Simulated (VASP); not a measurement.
# AlP2 (Fddd) in VASP: single point with PBE

Aim: the single point of AlP2 with PBE.

Everything below comes from runs of VASP 6.6.1. Logs are shortened: lines on timing, memory, paths and dates and some standing lists are left out, and cuts for length are marked.

### Step 1. The cell of the first run

The structure is orthorhombic, space group Fddd (No. 70). Conventional cell: a = 4.879 Å, b = 8.748 Å, c = 9.245 Å, α = 90.00°, β = 90.00°, γ = 90.00°. Within 3.6 Å of Al (site symmetry 222) lie 10 P at 2.68 to 3.52 Å and 4 Al at 3.41 Å. Within 2.9 Å of P (site symmetry 2) lie 3 P at 2.21 to 2.51 Å and 4 Al at 2.68 to 2.78 Å.

### Step 2. Single point, PBE

The input, INCAR:

```
SYSTEM = AlP2
PREC = Accurate
ENCUT = 520
EDIFF = 1E-6
ISMEAR = 0
SIGMA = 0.1
LREAL = .FALSE.
LASPH = .TRUE.
NELM = 60
ALGO = Normal
ISIF = 2
LWAVE = .FALSE.
LCHARG = .TRUE.
GGA = PE
LELF = .TRUE.
LVHAR = .TRUE.
NBANDS = 22
```

The input, KPOINTS:

```
regular mesh
0
G
  10 10 10
  0 0 0
```

The input, POSCAR:

```
AlP2
1.0
    0.0000000000      4.6222537250      4.3739521972
    2.4396059497      0.0000000000      4.3739521972
    2.4396059497      4.6222537250      0.0000000000
Al P
2 4
Direct
    0.7500000000      0.7500000000      0.7500000000
    0.5000000000      0.5000000000      0.5000000000
    0.1303101076      0.3696898924      0.1303101076
    0.3696898924      0.1303101076      0.3696898924
    0.1196898924      0.8803101076      0.1196898924
    0.8803101076      0.1196898924      0.8803101076
```

Potentials or basis: VASP PAW PBE potentials, release 64 (Al, P).

Started as:

```bash
cat potpaw_PBE.64/Al/POTCAR potpaw_PBE.64/P/POTCAR > POTCAR
mpirun -np 1 vasp_std > vasp.out
```

OUTCAR:

```text
SYSTEM = AlP2
   PREC = Accurate
   ENCUT = 520
   EDIFF = 1E-6
   ISMEAR = 0
   LREAL = .FALSE.
   LASPH = .TRUE.
   NELM = 60
   ISIF = 2
   GGA = PE

 ion  position               nearest neighbor table
   1  0.750  0.750  0.750-   4 2.68   4 2.68   3 2.68   3 2.68   5 2.78   6 2.78   6 2.78   5 2.78

   2  0.500  0.500  0.500-   5 2.68   5 2.68   6 2.68   6 2.68   3 2.78   4 2.78   4 2.78   3 2.78

   3  0.130  0.370  0.130-   4 2.21   5 2.51   5 2.51   1 2.68   1 2.68   2 2.78   2 2.78
   4  0.370  0.130  0.370-   3 2.21   6 2.51   6 2.51   1 2.68   1 2.68   2 2.78   2 2.78
   5  0.120  0.880  0.120-   6 2.21   3 2.51   3 2.51   2 2.68   2 2.68   1 2.78   1 2.78
   6  0.880  0.120  0.880-   5 2.21   4 2.51   4 2.51   2 2.68   2 2.68   1 2.78   1 2.78

  LATTYP: Found a face centered orthorhombic cell.
 ALAT       =     4.8792118994
 B/A-ratio  =     1.7928929046
 C/A-ratio  =     1.8946722628

  Lattice vectors:

 A1 = (   0.0000000000,   4.6222537250,   4.3739521972)
 A2 = (  -2.4396059497,   4.6222537250,   0.0000000000)
 A3 = (  -2.4396059497,   0.0000000000,   4.3739521972)

Analysis of symmetry for initial positions (statically):
=====================================================================
 Subroutine PRICEL returns:
 Original cell was already a primitive cell.

 Routine SETGRP: Setting up the symmetry group for a
 face centered orthorhombic supercell.

 Subroutine GETGRP returns: Found  8 space group operations
 (whereof  4 operations were pure point group operations)
 out of a pool of  8 trial point group operations.

The static configuration has the point symmetry D_2 .
 The point group associated with its full space group is D_2h.

Analysis of symmetry for dynamics (positions and initial velocities):
=====================================================================
 Subroutine PRICEL returns:
 Original cell was already a primitive cell.

 Routine SETGRP: Setting up the symmetry group for a
 face centered orthorhombic supercell.

 Subroutine GETGRP returns: Found  8 space group operations
 (whereof  4 operations were pure point group operations)
 out of a pool of  8 trial point group operations.

The dynamic configuration has the point symmetry D_2 .
 The point group associated with its full space group is D_2h.

 Subroutine INISYM returns: Found  8 space group operations
 (whereof  4 operations are pure point group operations),
 and found     1 'primitive' translations

----------------------------------------------------------------------------------------

                                     Primitive cell

  volume of cell :      98.6455

  direct lattice vectors                    reciprocal lattice vectors
     0.000000000  4.622253725  4.373952197    -0.204951132  0.108172340  0.114313092
     2.439605950  0.000000000  4.373952197     0.204951132 -0.108172340  0.114313092
     2.439605950  4.622253725  0.000000000     0.204951132  0.108172340 -0.114313092

  length of vectors
     6.363700757  5.008306601  5.226557824     0.258406084  0.258406084  0.258406084

  position of ions in fractional coordinates (direct lattice)
     0.750000000  0.750000000  0.750000000
     0.500000000  0.500000000  0.500000000
     0.130310108  0.369689892  0.130310108
     0.369689892  0.130310108  0.369689892
     0.119689892  0.880310108  0.119689892
     0.880310108  0.119689892  0.880310108

  ion indices of the primitive-cell ions
   primitive index   ion index
                 1           1
                 2           2
                 3           3
                 4           4
                 5           5
                 6           6

----------------------------------------------------------------------------------------

 KPOINTS: regular mesh

Automatic generation of k-mesh.
 Grid dimensions read from file:
 generate k-points for:   10   10   10

 Generating k-lattice:

  Cartesian coordinates                     Fractional coordinates (reciprocal lattice)
    -0.020495113  0.010817234  0.011431309     0.100000000 -0.000000000  0.000000000
     0.020495113 -0.010817234  0.011431309    -0.000000000  0.100000000  0.000000000
     0.020495113  0.010817234 -0.011431309     0.000000000  0.000000000  0.100000000

  Length of vectors
     0.025840608  0.025840608  0.025840608

  Shift w.r.t. Gamma in fractional coordinates (k-lattice)
     0.000000000  0.000000000  0.000000000

 Subroutine IBZKPT returns following result:
 ===========================================

 Found    171 irreducible k-points:

 Following reciprocal coordinates:
            Coordinates               Weight
  0.000000  0.000000  0.000000      1.000000
  0.100000  0.000000  0.000000      8.000000
  0.200000  0.000000  0.000000      8.000000
  0.300000  0.000000  0.000000      8.000000
  0.400000  0.000000  0.000000      8.000000
  0.500000 -0.000000  0.000000      4.000000
[... 16 lines left out ...]
  0.300000  0.300000  0.000000      2.000000
  0.400000  0.300000  0.000000      8.000000
 [... further k-points ...]
   k-points           NKPTS =    171   k-points in BZ     NKDIM =    171   number of bands    NBANDS=     22
   number of dos      NEDOS =    301   number of ions     NIONS =      6
   total plane-waves  NPLWV =  76800
   dimension x,y,z NGX =    48 NGY =   40 NGZ =   40
   dimension x,y,z NGXF=    96 NGYF=   80 NGZF=   80
   ions per type =               2   4
   NGX,Y,Z   is equivalent  to a cutoff of  12.54, 13.28, 12.72 a.u.
   NGXF,Y,Z  is equivalent  to a cutoff of  25.08, 26.56, 25.45 a.u.
 SYSTEM =  AlP2
   PREC   = accura    normal or accurate (medium, high low for compatibility)
   ISTART =      0    job   : 0-new  1-cont  2-samecut
   ICHARG =      2    charge: 1-file 2-atom 10-const
   ISPIN  =      1    spin polarized calculation?
   LNONCOLLINEAR =      F non collinear calculations
   LSORBIT =      F    spin-orbit coupling
   LASPH  =      T    aspherical Exc in radial PAW
   ENCUT  =  520.0 eV  38.22 Ry    6.18 a.u.  11.83  9.31  9.72*2*pi/ulx,y,z
   NELM   =     60;   NELMIN=  2; NELMDL= -5     # of ELM steps
   EDIFF  = 0.1E-05   stopping-criterion for ELM
   LREAL  =      F    real-space projection
   EDIFFG = 0.1E-04   stopping-criterion for IOM
   NSW    =      0    number of steps for IOM
   IBRION =     -1    ionic relax: 0-MD 1-quasi-New 2-CG
   NFREE  =      0    steps in history (QN), initial steepest desc. (CG)
   ISIF   =      2    stress and relaxation
   ISYM   =      2    0-nonsym 1-usesym 2-fastsym
   POTIM  = 0.5000    time-step for ionic-motion
   TEBEG  =    0.0;   TEEND  =   0.0 temperature during run
   PSTRESS=    0.0 pullay stress
   NELECT =      26.0000    total number of electrons
   NUPDOWN=      -1.0000    fix difference up-down
   EMIN   =  10.00;   EMAX   =-10.00  energy-range for DOS
   EFERMI =   0.00;   METHOD = LEGACY
   ISMEAR =     0;   SIGMA  =   0.10  broadening in eV -4-tet -1-fermi 0-gaus
   EFERMI_NEDOS =   21; number of points for ismear=-14 and -15
   IALGO  =     38    algorithm
   IMIX   =      4    mixing-type and parameters
     AMIX     =   0.40;   BMIX     =  1.00
     AMIX_MAG =   1.60;   BMIX_MAG =  1.00
  volume/ion in A,a.u.               =      16.44       110.95
  Fermi-wavevector in a.u.,A,eV,Ry     =   1.049639  1.983531 14.990121  1.101743
  Thomas-Fermi vector in A             =   2.184610
   LORBIT       =      0    0 simple, 1 ext, 2 COOP (PROOUT), +10 PAW based schemes
   GGA     = PE    functional components
   LHFCALC =     F    Hartree Fock is set to
   AEXX    =    0.0000 exact exchange contribution
   IVDW    =     0    specifies the selected vdW correction
   LEPSILON=     F    determine dielectric tensor
   LRPA    =     F    only Hartree local field effects (RPA)
 non-spin polarized calculation
 Gauss-broadening in eV      SIGMA  =   0.10
  energy-cutoff  :      520.00
  volume of cell :       98.65
 maximum number of plane-waves:      2688
   NGX = 23   NGY = 19   NGZ = 19

 number of electron      26.0000000 magnetization

 Free energy of the ion-electron system (eV)
  ---------------------------------------------------
  ext. energy  EPLUGINS =         0.00000000
  ---------------------------------------------------
  free energy    TOTEN  =       -28.16150013 eV

  energy without entropy =      -28.15190674  energy(sigma->0) =      -28.15670343

 E-fermi :   8.2305     XC(G=0): -10.5271

 val. band max:        8.2227981646   @ k =   0.4000   0.4000   0.0000
 cond. band min:       8.2335157467   @ k =   0.4000   0.3000   0.1000
 fundamental gap:      0.0107175821
 Fermi energy:         8.2305069974

 k-point     1 :       0.0000    0.0000    0.0000
  band No.  band energies     occupation
      1      -6.9890      2.00000
      2      -2.6330      2.00000
      3      -2.1343      2.00000
      4       1.1148      2.00000
      5       1.7781      2.00000
      6       2.0987      2.00000
[... 14 lines left out ...]
     21      14.6973      0.00000
     22      14.9949      0.00000

 k-point     2 :       0.1000    0.0000    0.0000
  band No.  band energies     occupation
      1      -6.9187      2.00000
      2      -2.8566      2.00000
      3      -2.0218      2.00000
      4       0.8995      2.00000
      5       1.5738      2.00000
      6       2.0518      2.00000
[... 14 lines left out ...]
     21      14.3190      0.00000
     22      14.5603      0.00000

 k-point     3 :       0.2000    0.0000    0.0000
  band No.  band energies     occupation
      1      -6.7143      2.00000
      2      -3.2695      2.00000
      3      -1.9311      2.00000
      4       0.3014      2.00000
      5       1.3432      2.00000
      6       1.8311      2.00000
[... 14 lines left out ...]
     21      13.5385      0.00000
     22      14.1080      0.00000
[... 476 lines left out ...]
 k-point    23 :       0.3000    0.3000    0.0000
  band No.  band energies     occupation
      1      -6.4201      2.00000
      2      -4.1276      2.00000
      3      -1.7404      2.00000
      4      -0.0885      2.00000
      5       1.5074      2.00000
      6       2.5848      2.00000
[... 14 lines left out ...]
     21      14.0676      0.00000
     22      14.0866      0.00000

 k-point    24 :       0.4000    0.3000    0.0000
  band No.  band energies     occupation
      1      -6.1737      2.00000
      2      -4.4705      2.00000
      3      -1.6793      2.00000
      4      -0.4903      2.00000
      5       1.6603      2.00000
      6       2.1821      2.00000
[... 14 lines left out ...]
     21      13.7670      0.00000
     22      14.0649      0.00000

 [... further k-points ...]

------------------------ aborting loop because EDIFF is reached ----------------------------------------

  FORCE on cell =-STRESS in cart. coord.  units (eV):
  Direction    XX          YY          ZZ          XY          YZ          ZX
  --------------------------------------------------------------------------------------
  -------------------------------------------------------------------------------------
  Total       -0.0794710     -0.2081626     -0.0471430      0.0000000      0.0000000      0.0000000
  in kB       -1.2907491     -3.3809263     -0.7656853      0.0000000      0.0000000      0.0000000
  external PRESSURE =      -1.8124536 kB  Pullay stress =       0.0000000 kB

 VOLUME and BASIS-vectors are now :
 -----------------------------------------------------------------------------
  energy-cutoff  :      520.00
  volume of cell :       98.65
      direct lattice vectors                 reciprocal lattice vectors
     0.000000000  4.622253725  4.373952197    -0.204951132  0.108172340  0.114313092
     2.439605950  0.000000000  4.373952197     0.204951132 -0.108172340  0.114313092
     2.439605950  4.622253725  0.000000000     0.204951132  0.108172340 -0.114313092

 POSITION                                       TOTAL-FORCE (eV/Angst)
 -----------------------------------------------------------------------------------
      3.65941      6.93338      6.56093         0.000000      0.000000      0.000000
      2.43961      4.62225      4.37395        -0.000000      0.000000     -0.000000
      1.21980      1.20465      2.18698         0.000000      0.044178      0.000000
      1.21980      3.41760      2.18698         0.000000     -0.044178      0.000000
      2.43961      1.10647      4.37395        -0.000000     -0.044178     -0.000000
      2.43961      8.13803      4.37395        -0.000000      0.044178     -0.000000
 -----------------------------------------------------------------------------------
    total drift:                                0.000000      0.000000      0.000000

  FREE ENERGIE OF THE ION-ELECTRON SYSTEM (eV)
  ---------------------------------------------------
  free  energy   TOTEN  =       -28.1615001276 eV

  energy  without entropy=      -28.1519067383  energy(sigma->0) =      -28.15670343
```

Run time: 11 min. Hardware: 1 thread of Intel Xeon 8259CL, shared host; peak memory 0.46 GiB.

Results:

```yaml
Free_energy: -28.1615 eV
Pressure: -0.2 GPa
Largest_force: 0.044 eV/Å
Band_gap_on_the_k_mesh: zero (bands 13 and 14 overlap by 3.08 eV)
```

Forces on the atoms (eV/Å):
```
Al   0.000  0.000  0.000
Al   0.000  0.000  0.000
P    0.000  0.044  0.000
P    0.000 -0.044  0.000
P    0.000 -0.044  0.000
P    0.000  0.044  0.000
```

Stress tensor (GPa, compression positive):
```
-0.13  0.00  0.00
 0.00 -0.34  0.00
 0.00  0.00 -0.08
```
